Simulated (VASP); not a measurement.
# SrVO3 (Pm-3m) in VASP: further runs, part 2 of 2

VASP 6.6.1.

## 4. Electric field gradients, PBE+U, collinear spin, ferromagnetic start

Input file INCAR:

```
PREC = Accurate
ENCUT = 520
EDIFF = 1E-8
ISMEAR = -1
SIGMA = 0.05
LREAL = False
LASPH = True
NELM = 150
ALGO = Normal
ISIF = 2
LWAVE = False
LCHARG = False
ISPIN = 2
MAGMOM = 0 1 0 0 0
LORBIT = 11
LMAXMIX = 4
LDAU = True
LDAUTYPE = 2
LDAUL = -1 2 -1
LDAUU = 0 2.1 0
LDAUJ = 0 0 0
LDAUPRINT = 1
GGA = PE
LEFG = True
NBANDS = 32
```

Input file KPOINTS:

```
Automatic mesh
0
Gamma
  9 9 9
```

Input file POSCAR:

```
SrVO3
1.0
    3.8409000000      0.0000000000      0.0000000000
    0.0000000000      3.8409000000      0.0000000000
    0.0000000000      0.0000000000      3.8409000000
Sr V O
1 1 3
Direct
    0.5000000000      0.5000000000      0.5000000000
    0.0000000000      0.0000000000      0.0000000000
    0.5000000000      0.0000000000      0.0000000000
    0.0000000000      0.5000000000      0.0000000000
    0.0000000000      0.0000000000      0.5000000000
```

Potentials or basis: VASP PAW PBE potentials, release 64 (Sr_sv, V_sv, O).

Run with:

```console
$ cat potpaw_PBE.64/Sr_sv/POTCAR potpaw_PBE.64/V_sv/POTCAR potpaw_PBE.64/O/POTCAR > POTCAR
$ mpirun -np 1 vasp_std > vasp.out
```

OUTCAR:

```text
PREC = Accurate
   ENCUT = 520
   EDIFF = 1E-8
   ISMEAR = -1
   LREAL = False
   LASPH = True
   NELM = 150
   ISIF = 2
   ISPIN = 2
   LORBIT = 11
   GGA = PE

 ion  position               nearest neighbor table
   1  0.500  0.500  0.500-   3 2.72   4 2.72   5 2.72   3 2.72   4 2.72   3 2.72   5 2.72   3 2.72
                             4 2.72   5 2.72   4 2.72   5 2.72   2 3.33   2 3.33   2 3.33   2 3.33
   2  0.000  0.000  0.000-   3 1.92   4 1.92   5 1.92   5 1.92   4 1.92   3 1.92   1 3.33   1 3.33
                             1 3.33   1 3.33   1 3.33   1 3.33   1 3.33   1 3.33
   3  0.500  0.000  0.000-   2 1.92   2 1.92   1 2.72   1 2.72   1 2.72   1 2.72
   4  0.000  0.500  0.000-   2 1.92   2 1.92   1 2.72   1 2.72   1 2.72   1 2.72
   5  0.000  0.000  0.500-   2 1.92   2 1.92   1 2.72   1 2.72   1 2.72   1 2.72

  LATTYP: Found a simple cubic cell.
 ALAT       =     3.8409000000

  Lattice vectors:

 A1 = (   3.8409000000,   0.0000000000,   0.0000000000)
 A2 = (   0.0000000000,   3.8409000000,   0.0000000000)
 A3 = (   0.0000000000,   0.0000000000,   3.8409000000)

Analysis of symmetry for initial positions (statically):
=====================================================================
 Subroutine PRICEL returns:
 Original cell was already a primitive cell.

 Routine SETGRP: Setting up the symmetry group for a
 simple cubic supercell.

 Subroutine GETGRP returns: Found 48 space group operations
 (whereof 48 operations were pure point group operations)
 out of a pool of 48 trial point group operations.

The static configuration has the point symmetry O_h .

Analysis of symmetry for dynamics (positions and initial velocities):
=====================================================================
 Subroutine PRICEL returns:
 Original cell was already a primitive cell.

 Routine SETGRP: Setting up the symmetry group for a
 simple cubic supercell.

 Subroutine GETGRP returns: Found 48 space group operations
 (whereof 48 operations were pure point group operations)
 out of a pool of 48 trial point group operations.

The dynamic configuration has the point symmetry O_h .

Analysis of structural, dynamic, and magnetic symmetry:
=====================================================================
 Subroutine PRICEL returns:
 Original cell was already a primitive cell.

 Routine SETGRP: Setting up the symmetry group for a
 simple cubic supercell.

 Subroutine GETGRP returns: Found 48 space group operations
 (whereof 48 operations were pure point group operations)
 out of a pool of 48 trial point group operations.

The overall configuration has the point symmetry O_h .

 Subroutine INISYM returns: Found 48 space group operations
 (whereof 48 operations are pure point group operations),
 and found     1 'primitive' translations

[... 176 lines left out ...]

 Free energy of the ion-electron system (eV)
  ---------------------------------------------------
  ext. energy  EPLUGINS =         0.00000000
  ---------------------------------------------------
  free energy    TOTEN  =       -37.17413104 eV

  energy without entropy =      -37.16141581  energy(sigma->0) =      -37.16777342

 E-fermi :   6.2493     XC(G=0): -11.5702

 val. band max:        6.1541069794   @ k =   0.4444   0.2222   0.2222
 cond. band min:       6.2611555655   @ k =   0.3333   0.3333   0.0000
 fundamental gap:      0.1070485861
 Fermi energy:         6.2493411364

 spin component 1

 k-point     1 :       0.0000    0.0000    0.0000
  band No.  band energies     occupation
      1     -60.3760      1.00000
      2     -34.1925      1.00000
      3     -34.1925      1.00000
      4     -34.1925      1.00000
      5     -28.2024      1.00000
      6     -13.4063      1.00000
[... 1673 lines left out ...]
     31      16.1071      0.00000
     32      17.4867      0.00000

 [... further k-points ...]

------------------------ aborting loop because EDIFF is reached ----------------------------------------

  FORCE on cell =-STRESS in cart. coord.  units (eV):
  Direction    XX          YY          ZZ          XY          YZ          ZX
  --------------------------------------------------------------------------------------
  -------------------------------------------------------------------------------------
  Total        2.5172208      2.5172208      2.5172208      0.0000000     -0.0000000     -0.0000000
  in kB       71.1758880     71.1758880     71.1758880      0.0000000     -0.0000000     -0.0000000
  external PRESSURE =      71.1758880 kB  Pullay stress =       0.0000000 kB

 VOLUME and BASIS-vectors are now :
 -----------------------------------------------------------------------------
  energy-cutoff  :      520.00
  volume of cell :       56.66
      direct lattice vectors                 reciprocal lattice vectors
     3.840900000  0.000000000  0.000000000     0.260355646  0.000000000  0.000000000
     0.000000000  3.840900000  0.000000000     0.000000000  0.260355646  0.000000000
     0.000000000  0.000000000  3.840900000     0.000000000  0.000000000  0.260355646

 POSITION                                       TOTAL-FORCE (eV/Angst)
 -----------------------------------------------------------------------------------
      1.92045      1.92045      1.92045         0.000000      0.000000      0.000000
      0.00000      0.00000      0.00000         0.000000      0.000000      0.000000
      1.92045      0.00000      0.00000         0.000000      0.000000      0.000000
      0.00000      1.92045      0.00000         0.000000      0.000000      0.000000
      0.00000      0.00000      1.92045         0.000000      0.000000      0.000000
 -----------------------------------------------------------------------------------
    total drift:                                0.000000     -0.000000      0.000000

  FREE ENERGIE OF THE ION-ELECTRON SYSTEM (eV)
  ---------------------------------------------------
  free  energy   TOTEN  =       -37.1741310362 eV

  energy  without entropy=      -37.1614158136  energy(sigma->0) =      -37.16777342

 Electric field gradients (V/A^2)
---------------------------------------------------------------------
 ion       V_xx      V_yy      V_zz      V_xy      V_xz      V_yz
---------------------------------------------------------------------
   1       0.000    -0.000    -0.000     0.000     0.000    -0.000
   2       0.000    -0.000    -0.000    -0.000    -0.000     0.000
   3      33.425   -16.713   -16.713    -0.000    -0.000     0.000
   4     -16.713    33.425   -16.713    -0.000    -0.000     0.000
   5     -16.713   -16.713    33.425     0.000    -0.000     0.000
---------------------------------------------------------------------

 Electric field gradients after diagonalization (V/A^2)
 (convention: |V_zz| > |V_xx| > |V_yy|)
----------------------------------------------------------------------
 ion       V_xx      V_yy      V_zz     asymmetry (V_yy - V_xx)/ V_zz
----------------------------------------------------------------------
   1      -0.000    -0.000     0.000       0.574
   2      -0.000     0.000    -0.000      -0.887
   3     -16.713   -16.713    33.425       0.000
   4     -16.713   -16.713    33.425       0.000
   5     -16.713   -16.713    33.425       0.000
----------------------------------------------------------------------

           NMR quadrupolar parameters

 Cq : quadrupolar parameter    Cq=e*Q*V_zz/h
 eta: asymmetry parameters     (V_yy - V_xx)/ V_zz
 Q  : nuclear electric quadrupole moment in mb (millibarn)
----------------------------------------------------------------------
 ion       Cq(MHz)       eta       Q (mb)
----------------------------------------------------------------------
   1       0.000       0.574       1.000
   2      -0.000      -0.887       1.000
   3       0.081       0.000       1.000
   4       0.081       0.000       1.000
   5       0.081       0.000       1.000
----------------------------------------------------------------------

 total charge

# of ion       s       p       d       tot
------------------------------------------
    1        2.000   5.804   0.220   8.024
    2        2.290   6.356   2.889  11.535
    3        1.564   3.496   0.000   5.059
    4        1.564   3.496   0.000   5.059
    5        1.564   3.496   0.000   5.059
--------------------------------------------------
tot          8.982  22.646   3.109  34.737

 magnetization (x)

# of ion       s       p       d       tot
------------------------------------------
    1       -0.000  -0.001   0.002   0.001
    2        0.008   0.010   1.034   1.052
    3       -0.002  -0.037   0.000  -0.038
    4       -0.002  -0.037   0.000  -0.038
    5       -0.002  -0.037   0.000  -0.038
--------------------------------------------------
tot          0.003  -0.102   1.036   0.938
```

Wall time 2.7 min (1 thread of Intel Xeon 6975P-C, shared host); peak memory 0.26 GiB.

What came out:

- Free energy: -37.1741 eV
- Pressure: 7.1 GPa
- Band gap on the k mesh: zero (filled and empty bands overlap)
- Net moment: 1.00 μB per cell
- Site moments: Sr +0.00; V +1.05; O -0.04 μB
- Valence electrons inside the program's atomic spheres: Sr 8.02; V 11.54; O 5.06

Electric field gradients, principal values (V/Å²):
| atom | least | middle | greatest (by size) |
| --- | --- | --- | --- |
| 1 Sr | 0.000 | 0.000 | 0.000 |
| 2 V | 0.000 | 0.000 | 0.000 |
| 3 O | -16.713 | -16.713 | 33.425 |
| 4 O | -16.713 | -16.713 | 33.425 |
| 5 O | -16.713 | -16.713 | 33.425 |

Eigenvalues of the final occupation matrices:
| site | spin | trace | eigenvalues |
| --- | --- | --- | --- |
| site 2 d | 1 | 1.98 | 0.32 0.32 0.45 0.45 0.45 |
| site 2 d | 2 | 0.94 | 0.12 0.12 0.12 0.29 0.29 |

Caveat: without QUAD_EFG the Cq values of the log hold for a quadrupole moment of 1 mb, not for the nuclei.

## 5. Overview

```csv
level,U,k mesh,smearing,gap on the mesh (eV),pressure (GPa),moment (μB)
PBE,-,6 × 6 × 6,fermi-dirac 0.02 eV,none,3.7,0.50
PBE,-,9 × 9 × 9,fermi-dirac 0.05 eV,none,3.5,0.33
PBE+U,V d U = 2.1 eV,9 × 9 × 9,fermi-dirac 0.05 eV,none,7.1,1.00
```

Alike in all rows: task electric field gradients; potentials or basis VASP PAW PBE potentials, release 64 (Sr_sv, V_sv, O); spin collinear, ferromagnetic start; cell as given; cutoff (eV) 520.

Every run on the cell as given and a fine mesh finds a metal. The pressure there spans 3.5 GPa (PBE) to 7.1 GPa (PBE+U); a positive pressure means that this level wants a larger cell, a negative one a smaller.

Caveats: semilocal functionals often make such compounds metallic where correlation or magnetic order opens a gap, which also shifts bond lengths (some runs).

Absolute energies hang on the potentials; compare differences alone.
